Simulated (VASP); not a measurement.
# GaN (R-3m) in VASP: single point with PBE

Aim: the single point of GaN with PBE.

All numbers are computed with VASP 6.6.1; they aren't measurements. Logs are shortened: lines on timing, memory, paths and dates and some standing lists are left out, and cuts for length are marked.

### 1 The cell of the first run

Symmetry: R-3m, No. 166, trigonal system. The conventional cell has a = 3.192 Å, b = 3.192 Å, c = 16.780 Å, α = 90.00°, β = 90.00°, γ = 120.00°. Within 2.7 Å of Ga (site symmetry 3m) lie 3 N at 2.01 Å and 1 Ga at 2.47 Å. Within 2.1 Å of N (site symmetry 3m) lie 1 N at 1.52 Å and 3 Ga at 2.01 Å.

### 2 Single point, PBE

INCAR reads:

```
SYSTEM = GaN
PREC = Accurate
ENCUT = 520
EDIFF = 1E-6
ISMEAR = 0
SIGMA = 0.02
LREAL = .False.
LASPH = .True.
NELM = 80
ALGO = Normal
ISIF = 2
LWAVE = .False.
LCHARG = .False.
GGA = PE
NBANDS = 26
```

KPOINTS reads:

```
Automatic mesh
0
Gamma
  12 12 12
  0 0 0
```

POSCAR reads:

```
GaN
1.0
    1.5962262887      0.9215816775      5.5933362447
   -1.5962262887      0.9215816775      5.5933362447
    0.0000000000     -1.8431633549      5.5933362447
Ga N
2 2
Direct
    0.5737435551      0.5737435551      0.5737435551
    0.4262564449      0.4262564449      0.4262564449
    0.0452807735      0.0452807735      0.0452807735
    0.9547192265      0.9547192265      0.9547192265
```

Potentials or basis: VASP PAW PBE potentials, release 64 (Ga_d, N).

The run is started by

```
$ cat potpaw_PBE.64/Ga_d/POTCAR potpaw_PBE.64/N/POTCAR > POTCAR
$ mpirun -np 1 vasp_std > vasp.out
```

OUTCAR:

```text
SYSTEM = GaN
   PREC = Accurate
   ENCUT = 520
   EDIFF = 1E-6
   ISMEAR = 0
   LREAL = .False.
   LASPH = .True.
   NELM = 80
   ISIF = 2
   GGA = PE

 ion  position               nearest neighbor table
   1  0.574  0.574  0.574-   4 2.01   4 2.01   4 2.01   2 2.47
   2  0.426  0.426  0.426-   3 2.01   3 2.01   3 2.01   1 2.47
   3  0.045  0.045  0.045-   4 1.52   2 2.01   2 2.01   2 2.01
   4  0.955  0.955  0.955-   3 1.52   1 2.01   1 2.01   1 2.01

  LATTYP: Found a trigonal (rhomboedric) cell.
 ALAT       =     5.8891987145
 COS(alpha) =     0.8530713472

  Lattice vectors:

 A1 = (   1.5962262887,   0.9215816775,   5.5933362447)
 A2 = (  -1.5962262887,   0.9215816775,   5.5933362447)
 A3 = (   0.0000000000,  -1.8431633549,   5.5933362447)

Analysis of symmetry for initial positions (statically):
=====================================================================
 Subroutine PRICEL returns:
 Original cell was already a primitive cell.

 Routine SETGRP: Setting up the symmetry group for a
 trigonal (rhombohedral) supercell.

 Subroutine GETGRP returns: Found 12 space group operations
 (whereof 12 operations were pure point group operations)
 out of a pool of 12 trial point group operations.

The static configuration has the point symmetry D_3d.

Analysis of symmetry for dynamics (positions and initial velocities):
=====================================================================
 Subroutine PRICEL returns:
 Original cell was already a primitive cell.

 Routine SETGRP: Setting up the symmetry group for a
 trigonal (rhombohedral) supercell.

 Subroutine GETGRP returns: Found 12 space group operations
 (whereof 12 operations were pure point group operations)
 out of a pool of 12 trial point group operations.

The dynamic configuration has the point symmetry D_3d.

 Subroutine INISYM returns: Found 12 space group operations
 (whereof 12 operations are pure point group operations),
 and found     1 'primitive' translations

----------------------------------------------------------------------------------------

                                     Primitive cell

  volume of cell :      49.3686

  direct lattice vectors                    reciprocal lattice vectors
     1.596226289  0.921581677  5.593336245     0.313238795  0.180848503  0.059594725
    -1.596226289  0.921581677  5.593336245    -0.313238795  0.180848503  0.059594725
     0.000000000 -1.843163355  5.593336245     0.000000000 -0.361697006  0.059594725

  length of vectors
     5.889198715  5.889198715  5.889198715     0.366573670  0.366573670  0.366573670

[... 87 lines left out ...]
   NSW    =      0    number of steps for IOM
   IBRION =     -1    ionic relax: 0-MD 1-quasi-New 2-CG
   NFREE  =      0    steps in history (QN), initial steepest desc. (CG)
   ISIF   =      2    stress and relaxation
   ISYM   =      2    0-nonsym 1-usesym 2-fastsym
   POTIM  = 0.5000    time-step for ionic-motion
   TEBEG  =    0.0;   TEEND  =   0.0 temperature during run
   PSTRESS=    0.0 pullay stress
   NELECT =      36.0000    total number of electrons
   NUPDOWN=      -1.0000    fix difference up-down
   EMIN   =  10.00;   EMAX   =-10.00  energy-range for DOS
   EFERMI =   0.00;   METHOD = LEGACY
   ISMEAR =     0;   SIGMA  =   0.02  broadening in eV -4-tet -1-fermi 0-gaus
   EFERMI_NEDOS =   21; number of points for ismear=-14 and -15
   IALGO  =     38    algorithm
   IMIX   =      4    mixing-type and parameters
     AMIX     =   0.40;   BMIX     =  1.00
     AMIX_MAG =   1.60;   BMIX_MAG =  1.00
  volume/ion in A,a.u.               =      12.34        83.29
  Fermi-wavevector in a.u.,A,eV,Ry     =   1.473530  2.784567 29.542184  2.171289
  Thomas-Fermi vector in A             =   2.588411
   LORBIT       =      0    0 simple, 1 ext, 2 COOP (PROOUT), +10 PAW based schemes
   GGA     = PE    functional components
   LHFCALC =     F    Hartree Fock is set to
   AEXX    =    0.0000 exact exchange contribution
   IVDW    =     0    specifies the selected vdW correction
   LEPSILON=     F    determine dielectric tensor
   LRPA    =     F    only Hartree local field effects (RPA)
 non-spin polarized calculation
 Gauss-broadening in eV      SIGMA  =   0.02
  energy-cutoff  :      520.00
  volume of cell :       49.37
 maximum number of plane-waves:      1345
 NGX is ok and might be reduce to    48
   NGX = 21   NGY = 21   NGZ = 21

 number of electron      36.0000001 magnetization

 Free energy of the ion-electron system (eV)
  ---------------------------------------------------
  ext. energy  EPLUGINS =         0.00000000
  ---------------------------------------------------
  free energy    TOTEN  =       -22.21538975 eV

  energy without entropy =      -22.21538975  energy(sigma->0) =      -22.21538975

 E-fermi :   5.9171     XC(G=0): -11.3078

 val. band max:        5.8008501372   @ k =   0.0000   0.0000   0.0000
 cond. band min:       6.6613934416   @ k =   0.5000   0.5000   0.0000
 fundamental gap:      0.8605433045
 Fermi energy:         5.9171492338

 k-point     1 :       0.0000    0.0000    0.0000
  band No.  band energies     occupation
      1     -13.0250      2.00000
      2      -9.0991      2.00000
      3      -8.8464      2.00000
      4      -8.7108      2.00000
      5      -8.7108      2.00000
      6      -8.6752      2.00000
[... 685 lines left out ...]
     25      15.0807      0.00000
     26      16.3845      0.00000

 [... further k-points ...]

------------------------ aborting loop because EDIFF is reached ----------------------------------------

  FORCE on cell =-STRESS in cart. coord.  units (eV):
  Direction    XX          YY          ZZ          XY          YZ          ZX
  --------------------------------------------------------------------------------------
  -------------------------------------------------------------------------------------
  Total        0.0191904      0.0191904      0.0669060      0.0000000      0.0000000     -0.0000000
  in kB        0.6227949      0.6227949      2.1713267      0.0000000      0.0000000     -0.0000000
  external PRESSURE =       1.1389722 kB  Pullay stress =       0.0000000 kB

 VOLUME and BASIS-vectors are now :
 -----------------------------------------------------------------------------
  energy-cutoff  :      520.00
  volume of cell :       49.37
      direct lattice vectors                 reciprocal lattice vectors
     1.596226289  0.921581677  5.593336245     0.313238795  0.180848503  0.059594725
    -1.596226289  0.921581677  5.593336245    -0.313238795  0.180848503  0.059594725
     0.000000000 -1.843163355  5.593336245     0.000000000 -0.361697006  0.059594725

 POSITION                                       TOTAL-FORCE (eV/Angst)
 -----------------------------------------------------------------------------------
      0.00000      0.00000      9.62742         0.000000     -0.000000     -0.016477
      0.00000      0.00000      7.15259         0.000000      0.000000      0.016477
      0.00000      0.00000      0.75981         0.000000      0.000000      0.015554
      0.00000      0.00000     16.02020         0.000000     -0.000000     -0.015554
 -----------------------------------------------------------------------------------
    total drift:                               -0.000000     -0.000000      0.000000

  FREE ENERGIE OF THE ION-ELECTRON SYSTEM (eV)
  ---------------------------------------------------
  free  energy   TOTEN  =       -22.2153897508 eV

  energy  without entropy=      -22.2153897508  energy(sigma->0) =      -22.21538975
```

OSZICAR:

```text
N       E                     dE             d eps       ncg     rms          rms(c)
DAV:   1     0.261648039418E+03    0.26165E+03   -0.17613E+04 10674   0.247E+03
DAV:   2     0.908367905068E+01   -0.25256E+03   -0.23938E+03 10678   0.475E+02
DAV:   3    -0.233841478984E+02   -0.32468E+02   -0.31885E+02 12072   0.136E+02
DAV:   4    -0.244767997260E+02   -0.10927E+01   -0.10878E+01 11530   0.265E+01
DAV:   5    -0.245002176028E+02   -0.23418E-01   -0.23394E-01 12080   0.377E+00    0.908E+00
DAV:   6    -0.222267021940E+02    0.22735E+01   -0.66665E+00 15960   0.361E+01    0.330E+00
DAV:   7    -0.222263481250E+02    0.35407E-03   -0.83642E-01 10390   0.710E+00    0.229E+00
DAV:   8    -0.222158153048E+02    0.10533E-01   -0.10732E-01 13480   0.271E+00    0.418E-01
DAV:   9    -0.222149849385E+02    0.83037E-03   -0.31882E-02 12834   0.223E+00    0.187E-01
DAV:  10    -0.222153050633E+02   -0.32012E-03   -0.30614E-03 13096   0.670E-01    0.466E-02
DAV:  11    -0.222153768043E+02   -0.71741E-04   -0.35291E-04 12014   0.203E-01    0.309E-02
DAV:  12    -0.222153903178E+02   -0.13514E-04   -0.53529E-05 11484   0.744E-02    0.772E-03
DAV:  13    -0.222153896055E+02    0.71228E-06   -0.10897E-05 13058   0.466E-02    0.280E-03
DAV:  14    -0.222153897508E+02   -0.14528E-06   -0.18888E-06  9676   0.121E-02
   1 F= -.22215390E+02 E0= -.22215390E+02  d E =-.318822E-19
```

stdout:

```text
POSCAR found type information on POSCAR GaN
 POSCAR found :  2 types and       4 ions
 scaLAPACK will be used
 LDA part: xc-table for (Slater+PW92), standard interpolation
 POSCAR, INCAR and KPOINTS ok, starting setup
 FFT: planning ... GRIDC
 FFT: planning ... GRID_SOFT
 FFT: planning ... GRID
 WAVECAR not read
 entering main loop
```

Run time: 20 min. Hardware: 1 thread of AMD EPYC 7R43 (Zen 3), shared host; peak memory 0.4 GiB.

Results:

```yaml
Free_energy: -22.2154 eV
Pressure: 0.1 GPa
Largest_force: 0.016 eV/Å
Band_gap_on_the_k_mesh: 0.86 eV (least direct gap 1.19 eV)
```

Forces in eV/Å, atoms in the order of the input:
```
Ga   0.000  0.000 -0.016
Ga   0.000  0.000  0.016
N    0.000  0.000  0.016
N    0.000  0.000 -0.016
```

Stress tensor (GPa, compression positive):
```
0.06 0.00 0.00
0.00 0.06 0.00
0.00 0.00 0.22
```
